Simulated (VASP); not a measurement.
# CdSe (P1) in VASP: a series of runs

Runs on CdSe. Level: PBE. Tasks: single point.

Everything below comes from runs of VASP 6.6.1. Logs are shortened: lines on timing, memory, paths and dates and some standing lists are left out, and cuts for length are marked.

### Step 1. The cell of the first run

The typed cell holds 16 atoms: a = 8.677 Å, b = 8.677 Å, c = 8.677 Å, α = 60.00°, β = 60.00°, γ = 60.00°.

### Step 2. Single point, PBE

Contents of INCAR:

```
  ALGO = Normal
  EDIFF = 1E-7
  ENCUT = 520
  GGA = PE
  ISIF = 2
  ISMEAR = -1
  LASPH = True
  LCHARG = True
  LELF = True
  LREAL = Auto
  LVHAR = True
  LWAVE = False
  NBANDS = 86
  NELM = 80
  PREC = Accurate
  SIGMA = 0.052
```

Contents of KPOINTS:

```
k-points
0
Gamma
  2 2 2
```

Contents of POSCAR:

```
CdSe
1.0
    0.0000000000      6.1355619295      6.1355619295
    6.1355619295      0.0000000000      6.1355619295
    6.1355619295      6.1355619295      0.0000000000
Cd Se
8 8
Direct
    0.0022693113     -0.0028860437     -0.0002468397
   -0.0008738401     -0.0031989735      0.4983637253
    0.0027638055      0.5025846916     -0.0002738950
   -0.0039130075      0.5028638836      0.4998317245
    0.5015304279     -0.0003794273      0.0061748215
    0.4981543720     -0.0015778506      0.4995897744
    0.5010717087      0.5047263047     -0.0005216311
    0.4986374574      0.4940134310      0.5027878515
    0.1216115995      0.1250093323      0.1273698333
    0.1275400703      0.1254328469      0.6211173555
    0.1212370617      0.6225976600      0.1276558706
    0.1191603978      0.6279146139      0.6287534939
    0.6278985599      0.1262885957      0.1184089588
    0.6238192270      0.1289538773      0.6228713106
    0.6284366525      0.6241288156      0.1218033505
    0.6308085624      0.6251601800      0.6238981929
```

Potentials or basis: VASP PAW PBE potentials, release 64 (Cd, Se).

Launch:

```console
$ cat potpaw_PBE.64/Cd/POTCAR potpaw_PBE.64/Se/POTCAR > POTCAR
$ mpirun -np 1 vasp_std > vasp.out
```

OUTCAR:

```text
EDIFF = 1E-7
   ENCUT = 520
   GGA = PE
   ISIF = 2
   ISMEAR = -1
   LASPH = True
   LREAL = Auto
   NELM = 80
   PREC = Accurate

 ion  position               nearest neighbor table
   1  0.002  0.997  1.000-  13 2.65  11 2.65   9 2.66  10 2.68
   2  0.999  0.997  0.498-  12 2.61   9 2.63  14 2.66  10 2.69
   3  0.003  0.503  1.000-  11 2.60  12 2.63  15 2.65   9 2.68
   4  0.996  0.503  0.500-  16 2.59  11 2.64  12 2.67  10 2.67
   5  0.502  1.000  0.006-  13 2.59  15 2.66   9 2.69  14 2.72
   6  0.498  0.998  0.500-  10 2.63  16 2.65  14 2.69  13 2.70
[... 8 lines left out ...]
  15  0.628  0.624  0.122-   7 2.62   3 2.65   5 2.66   8 2.70
  16  0.631  0.625  0.624-   4 2.59   6 2.65   7 2.66   8 2.72

  LATTYP: Found a face centered cubic cell.
 ALAT       =    12.2711238590

  Lattice vectors:

 A1 = (   0.0000000000,   6.1355619295,   6.1355619295)
 A2 = (   6.1355619295,   0.0000000000,   6.1355619295)
 A3 = (   6.1355619295,   6.1355619295,   0.0000000000)

Analysis of symmetry for initial positions (statically):
=====================================================================
 Subroutine PRICEL returns:
 Original cell was already a primitive cell.

 Routine SETGRP: Setting up the symmetry group for a
 face centered cubic supercell.

 Subroutine GETGRP returns: Found  1 space group operations
 (whereof  1 operations were pure point group operations)
 out of a pool of 48 trial point group operations.

The static configuration has the point symmetry C_1 .

Analysis of symmetry for dynamics (positions and initial velocities):
=====================================================================
 Subroutine PRICEL returns:
 Original cell was already a primitive cell.

 Routine SETGRP: Setting up the symmetry group for a
 face centered cubic supercell.

 Subroutine GETGRP returns: Found  1 space group operations
 (whereof  1 operations were pure point group operations)
 out of a pool of 48 trial point group operations.

The dynamic configuration has the point symmetry C_1 .

 Subroutine INISYM returns: Found  1 space group operations
 (whereof  1 operations are pure point group operations),
 and found     1 'primitive' translations

----------------------------------------------------------------------------------------

                                     Primitive cell

  volume of cell :     461.9479

  direct lattice vectors                    reciprocal lattice vectors
     0.000000000  6.135561929  6.135561929    -0.081492128  0.081492128  0.081492128
     6.135561929  0.000000000  6.135561929     0.081492128 -0.081492128  0.081492128
     6.135561929  6.135561929  0.000000000     0.081492128  0.081492128 -0.081492128

  length of vectors
     8.676994893  8.676994893  8.676994893     0.141148507  0.141148507  0.141148507

  position of ions in fractional coordinates (direct lattice)
     0.002269311  0.997113956  0.999753160
     0.999126160  0.996801027  0.498363725
     0.002763806  0.502584692  0.999726105
     0.996086992  0.502863884  0.499831724
     0.501530428  0.999620573  0.006174821
     0.498154372  0.998422149  0.499589774
[... 8 lines left out ...]
     0.628436652  0.624128816  0.121803351
     0.630808562  0.625160180  0.623898193

  ion indices of the primitive-cell ions
   primitive index   ion index
                 1           1
                 2           2
                 3           3
                 4           4
                 5           5
                 6           6
[... 8 lines left out ...]
                15          15
                16          16

----------------------------------------------------------------------------------------

 KPOINTS: k-points

Automatic generation of k-mesh.
 Grid dimensions read from file:
 generate k-points for:    2    2    2

 Generating k-lattice:

  Cartesian coordinates                     Fractional coordinates (reciprocal lattice)
    -0.040746064  0.040746064  0.040746064     0.500000000  0.000000000  0.000000000
     0.040746064 -0.040746064  0.040746064     0.000000000  0.500000000  0.000000000
     0.040746064  0.040746064 -0.040746064     0.000000000  0.000000000  0.500000000

  Length of vectors
     0.070574253  0.070574253  0.070574253

  Shift w.r.t. Gamma in fractional coordinates (k-lattice)
     0.000000000  0.000000000  0.000000000

 Subroutine IBZKPT returns following result:
 ===========================================

 Found      8 irreducible k-points:

 Following reciprocal coordinates:
            Coordinates               Weight
  0.000000  0.000000  0.000000      1.000000
  0.500000  0.000000  0.000000      1.000000
  0.000000  0.500000  0.000000      1.000000
  0.000000  0.000000  0.500000      1.000000
  0.500000  0.500000  0.500000      1.000000
  0.500000  0.500000  0.000000      1.000000
  0.000000  0.500000  0.500000      1.000000
  0.500000  0.000000  0.500000      1.000000
   k-points           NKPTS =      8   k-points in BZ     NKDIM =      8   number of bands    NBANDS=     86
   number of dos      NEDOS =    301   number of ions     NIONS =     16
   total plane-waves  NPLWV = 343000
   dimension x,y,z NGX =    70 NGY =   70 NGZ =   70
   dimension x,y,z NGXF=   140 NGYF=  140 NGZF=  140
   ions per type =               8   8
   NGX,Y,Z   is equivalent  to a cutoff of  13.41, 13.41, 13.41 a.u.
   NGXF,Y,Z  is equivalent  to a cutoff of  26.82, 26.82, 26.82 a.u.
 SYSTEM =  unknown system
   PREC   = accura    normal or accurate (medium, high low for compatibility)
   ISTART =      0    job   : 0-new  1-cont  2-samecut
   ICHARG =      2    charge: 1-file 2-atom 10-const
   ISPIN  =      1    spin polarized calculation?
   LNONCOLLINEAR =      F non collinear calculations
   LSORBIT =      F    spin-orbit coupling
   LASPH  =      T    aspherical Exc in radial PAW
   ENCUT  =  520.0 eV  38.22 Ry    6.18 a.u.  16.13 16.13 16.13*2*pi/ulx,y,z
   NELM   =     80;   NELMIN=  2; NELMDL= -5     # of ELM steps
   EDIFF  = 0.1E-06   stopping-criterion for ELM
   LREAL  =      T    real-space projection
   EDIFFG = 0.1E-05   stopping-criterion for IOM
   NSW    =      0    number of steps for IOM
   IBRION =     -1    ionic relax: 0-MD 1-quasi-New 2-CG
   NFREE  =      0    steps in history (QN), initial steepest desc. (CG)
   ISIF   =      2    stress and relaxation
   ISYM   =      2    0-nonsym 1-usesym 2-fastsym
   POTIM  = 0.5000    time-step for ionic-motion
   TEBEG  =    0.0;   TEEND  =   0.0 temperature during run
   PSTRESS=    0.0 pullay stress
   NELECT =     144.0000    total number of electrons
   NUPDOWN=      -1.0000    fix difference up-down
   EMIN   =  10.00;   EMAX   =-10.00  energy-range for DOS
   EFERMI =   0.00;   METHOD = LEGACY
   ISMEAR =    -1;   SIGMA  =   0.05  broadening in eV -4-tet -1-fermi 0-gaus
   EFERMI_NEDOS =   21; number of points for ismear=-14 and -15
   IALGO  =     38    algorithm
   IMIX   =      4    mixing-type and parameters
     AMIX     =   0.40;   BMIX     =  1.00
     AMIX_MAG =   1.60;   BMIX_MAG =  1.00
  volume/ion in A,a.u.               =      28.87       194.84
  Fermi-wavevector in a.u.,A,eV,Ry     =   1.110021  2.097636 16.764382  1.232147
  Thomas-Fermi vector in A             =   2.246568
   LORBIT       =      0    0 simple, 1 ext, 2 COOP (PROOUT), +10 PAW based schemes
   GGA     = PE    functional components
   LHFCALC =     F    Hartree Fock is set to
   AEXX    =    0.0000 exact exchange contribution
   IVDW    =     0    specifies the selected vdW correction
   LEPSILON=     F    determine dielectric tensor
   LRPA    =     F    only Hartree local field effects (RPA)
 non-spin polarized calculation
  energy-cutoff  :      520.00
  volume of cell :      461.95
 maximum number of plane-waves:     12434
 NGX is ok and might be reduce to    70
   NGX = 33   NGY = 33   NGZ = 33

 number of electron     144.0000003 magnetization

 Free energy of the ion-electron system (eV)
  ---------------------------------------------------
  ext. energy  EPLUGINS =         0.00000000
  ---------------------------------------------------
  free energy    TOTEN  =       -43.44894564 eV

  energy without entropy =      -43.44738255  energy(sigma->0) =      -43.44816409

 E-fermi :   1.0666     XC(G=0):  -8.7546

 val. band max:        0.7774971289   @ k =   0.0000   0.0000   0.0000
 cond. band min:       1.3070503814   @ k =   0.0000   0.0000   0.0000
 fundamental gap:      0.5295532525
 Fermi energy:         1.0665561114

 k-point     1 :       0.0000    0.0000    0.0000
  band No.  band energies     occupation
      1     -11.6910      2.00000
      2     -11.3736      2.00000
      3     -11.3566      2.00000
      4     -11.3302      2.00000
      5     -11.3064      2.00000
      6     -11.2305      2.00000
[... 76 lines left out ...]
     83       4.5165      0.00000
     84       6.6646      0.00000

 k-point     2 :       0.5000    0.0000    0.0000
  band No.  band energies     occupation
      1     -11.5352      2.00000
      2     -11.5045      2.00000
      3     -11.3401      2.00000
      4     -11.2984      2.00000
      5     -11.2820      2.00000
      6     -11.2674      2.00000
[... 511 lines left out ...]
     83       5.9595      0.00000
     84       5.9694      0.00000

 k-point     8 :       0.5000    0.0000    0.5000
  band No.  band energies     occupation
      1     -11.4837      2.00000
      2     -11.4566      2.00000
      3     -11.3592      2.00000
      4     -11.3567      2.00000
      5     -11.3216      2.00000
      6     -11.3044      2.00000
[... 76 lines left out ...]
     83       5.9598      0.00000
     84       5.9706      0.00000
 [bands above 84 left out]

------------------------ aborting loop because EDIFF is reached ----------------------------------------

  FORCE on cell =-STRESS in cart. coord.  units (eV):
  Direction    XX          YY          ZZ          XY          YZ          ZX
  --------------------------------------------------------------------------------------
  -------------------------------------------------------------------------------------
  Total        5.6800776      5.7113753      5.6613046     -0.2773899      0.2202710      0.5206350
  in kB       19.7002539     19.8088039     19.6351435     -0.9620735      0.7639674      1.8057222
  external PRESSURE =      19.7147338 kB  Pullay stress =       0.0000000 kB

 VOLUME and BASIS-vectors are now :
 -----------------------------------------------------------------------------
  energy-cutoff  :      520.00
  volume of cell :      461.95
      direct lattice vectors                 reciprocal lattice vectors
     0.000000000  6.135561929  6.135561929    -0.081492128  0.081492128  0.081492128
     6.135561929  0.000000000  6.135561929     0.081492128 -0.081492128  0.081492128
     6.135561929  6.135561929  0.000000000     0.081492128  0.081492128 -0.081492128

 POSITION                                       TOTAL-FORCE (eV/Angst)
 -----------------------------------------------------------------------------------
     12.25190      6.14797      6.13178        -0.053782     -0.073168      0.108741
      9.17368      9.18794     12.24613         0.244044      0.002657      0.123357
      9.21752      6.15084      3.10060        -0.149198     -0.035838     -0.255430
      6.15210      9.17830      9.19691        -0.135828      0.302508      0.074544
      6.17112      3.11506      9.21040        -0.197678     -0.335951     -0.147851
      9.19114      6.12172      9.18234        -0.033320      0.007996      0.225075
[... 8 lines left out ...]
      4.57671      4.60314      7.68519         0.294623      0.102219     -0.054604
      7.66368      7.69833      7.70607         0.066848     -0.356026     -0.387272
 -----------------------------------------------------------------------------------
    total drift:                                0.007876      0.014050     -0.001801

  FREE ENERGIE OF THE ION-ELECTRON SYSTEM (eV)
  ---------------------------------------------------
  free  energy   TOTEN  =       -43.4489456368 eV

  energy  without entropy=      -43.4473825471  energy(sigma->0) =      -43.44816409
```

Run time: 25 min. Hardware: 1 thread of Oxide Virtual Turin-like, shared host; peak memory 0.73 GiB.

Results:

```yaml
Free_energy: -43.4489 eV
Pressure: 2.0 GPa
Largest_force: 0.530 eV/Å
Band_gap_on_the_k_mesh: 0.53 eV
```

Forces on the atoms (eV/Å):
```
Cd  -0.054 -0.073  0.109
Cd   0.244  0.003  0.123
Cd  -0.149 -0.036 -0.255
Cd  -0.136  0.303  0.075
Cd  -0.198 -0.336 -0.148
Cd  -0.033  0.008  0.225
Cd  -0.095 -0.105 -0.173
Cd   0.237 -0.181  0.292
Se  -0.166 -0.015  0.199
Se   0.100 -0.064 -0.156
Se   0.006  0.211  0.359
Se  -0.338  0.123  0.074
Se   0.348  0.205  0.076
Se  -0.128  0.214 -0.358
Se   0.295  0.102 -0.055
Se   0.067 -0.356 -0.387
```

Levels at points of the mesh, in eV from the valence-band top:
```csv
k point,band 68,band 69,band 70,band 71,band 72,band 73,band 74,band 75,band 76,band 77
"(0.00, 0.00, 0.00)",-0.70,-0.68,-0.02,-0.01,0.00,0.53,2.30,2.34,2.34,2.35
"(0.50, 0.00, 0.00)",-1.25,-0.42,-0.41,-0.39,-0.35,2.20,2.25,3.59,3.61,3.64
"(0.00, 0.50, 0.00)",-1.23,-0.42,-0.42,-0.38,-0.35,2.20,2.26,3.53,3.62,3.63
"(0.00, 0.00, 0.50)",-1.27,-0.44,-0.43,-0.36,-0.34,2.20,2.23,3.56,3.57,3.61
"(0.50, 0.50, 0.50)",-1.26,-0.42,-0.42,-0.38,-0.36,2.22,2.23,3.58,3.60,3.63
"(0.50, 0.50, 0.00)",-0.97,-0.77,-0.76,-0.73,-0.71,3.20,3.22,3.61,3.65,3.68
"(0.00, 0.50, 0.50)",-0.98,-0.76,-0.75,-0.73,-0.72,3.21,3.22,3.61,3.65,3.68
"(0.50, 0.00, 0.50)",-0.98,-0.76,-0.76,-0.74,-0.72,3.20,3.21,3.60,3.66,3.68
```

Caveat: the k points lie up to 0.44 Å⁻¹ apart; the atoms stand as in a frame of molecular dynamics; the structure was generated, so it needn't be the stable form of CdSe; semilocal functionals underestimate gaps, and a narrow one can read as zero.

### Step 3. Single point, PBE

Contents of INCAR:

```
PREC = Accurate
ENCUT = 520
EDIFF = 1E-7
ISMEAR = -1
SIGMA = 0.052
LREAL = Auto
LASPH = True
NELM = 80
ALGO = Normal
ISIF = 2
LWAVE = False
LCHARG = False
GGA = PE
NBANDS = 86
```

Contents of KPOINTS:

```
regular mesh
0
Gamma
  2 2 2
```

Contents of POSCAR:

```
CdSe
1.0
    0.0000000000      6.1355619295      6.1355619295
    6.1355619295      0.0000000000      6.1355619295
    6.1355619295      6.1355619295      0.0000000000
Cd Se
8 8
Direct
    0.0046064240     -0.0056793494     -0.0006666056
   -0.0018369956     -0.0061269042      0.4968177381
    0.0054206119      0.5048953194     -0.0004968575
   -0.0074415352      0.5054563927      0.4997310817
    0.5028471777     -0.0007723824      0.0120696361
    0.4965037490     -0.0030221356      0.4989974081
    0.5020105795      0.5093319953     -0.0010651021
    0.4971779333      0.4885544363      0.5053996742
    0.1185918272      0.1250608353      0.1293414538
    0.1297458178      0.1258726599      0.6174359486
    0.1180737817      0.6203642052      0.1301633019
    0.1138778335      0.6304249789      0.6322010184
    0.6307396200      0.1278137209      0.1123023462
    0.6226276491      0.1321677638      0.6212044706
    0.6316128082      0.6234021503      0.1190822468
    0.6357443776      0.6253740153      0.6229139309
```

Potentials or basis: VASP PAW PBE potentials, release 64 (Cd, Se).

Launch:

```console
$ cat potpaw_PBE.64/Cd/POTCAR potpaw_PBE.64/Se/POTCAR > POTCAR
$ mpirun -np 1 vasp_std > vasp.out
```

It took 22 min on 1 thread of Oxide Virtual Turin-like, shared host; peak memory 0.73 GiB.

It converged, with:

```yaml
Free_energy: -43.2029 eV
Pressure: 2.2 GPa
Largest_force: 1.038 eV/Å
Band_gap_on_the_k_mesh: 0.52 eV
```

Forces in eV/Å, atoms in the order of the input:
```
Cd  -0.092 -0.133  0.199
Cd   0.467 -0.017  0.234
Cd  -0.310 -0.103 -0.514
Cd  -0.302  0.613  0.182
Cd  -0.400 -0.639 -0.357
Cd  -0.065  0.031  0.412
Cd  -0.203 -0.211 -0.335
Cd   0.477 -0.406  0.571
Se  -0.312 -0.028  0.368
Se   0.197 -0.117 -0.296
Se   0.058  0.423  0.702
Se  -0.634  0.226  0.117
Se   0.649  0.401  0.220
Se  -0.302  0.439 -0.678
Se   0.552  0.204 -0.074
Se   0.219 -0.683 -0.750
```

Stress tensor (GPa, compression positive):
```
 2.22 -0.14  0.35
-0.14  2.25  0.18
 0.35  0.18  2.19
```

Levels at points of the mesh, in eV from the valence-band top:
| k point | band 69 | band 70 | band 71 | band 72 | band 73 | band 74 | band 75 | band 76 |
| --- | --- | --- | --- | --- | --- | --- | --- | --- |
| (0.00, 0.00, 0.00) | -0.66 | -0.04 | -0.02 | 0.00 | 0.52 | 2.25 | 2.32 | 2.33 |
| (0.50, 0.00, 0.00) | -0.46 | -0.44 | -0.39 | -0.32 | 2.16 | 2.27 | 3.51 | 3.56 |
| (0.00, 0.50, 0.00) | -0.45 | -0.44 | -0.38 | -0.33 | 2.16 | 2.28 | 3.40 | 3.58 |
| (0.00, 0.00, 0.50) | -0.50 | -0.47 | -0.34 | -0.30 | 2.17 | 2.21 | 3.46 | 3.49 |
| (0.50, 0.50, 0.50) | -0.46 | -0.44 | -0.37 | -0.34 | 2.20 | 2.22 | 3.50 | 3.54 |
| (0.50, 0.50, 0.00) | -0.80 | -0.76 | -0.73 | -0.68 | 3.17 | 3.21 | 3.55 | 3.62 |
| (0.00, 0.50, 0.50) | -0.77 | -0.76 | -0.73 | -0.71 | 3.18 | 3.19 | 3.54 | 3.61 |
| (0.50, 0.00, 0.50) | -0.77 | -0.76 | -0.73 | -0.69 | 3.16 | 3.19 | 3.52 | 3.64 |

Caveat: the k points lie up to 0.44 Å⁻¹ apart; the atoms stand as in a frame of molecular dynamics; the structure was generated, so it needn't be the stable form of CdSe; semilocal functionals underestimate gaps, and a narrow one can read as zero; forces of over 1 eV/Å act on the atoms, so gaps and moduli don't describe the material at rest.
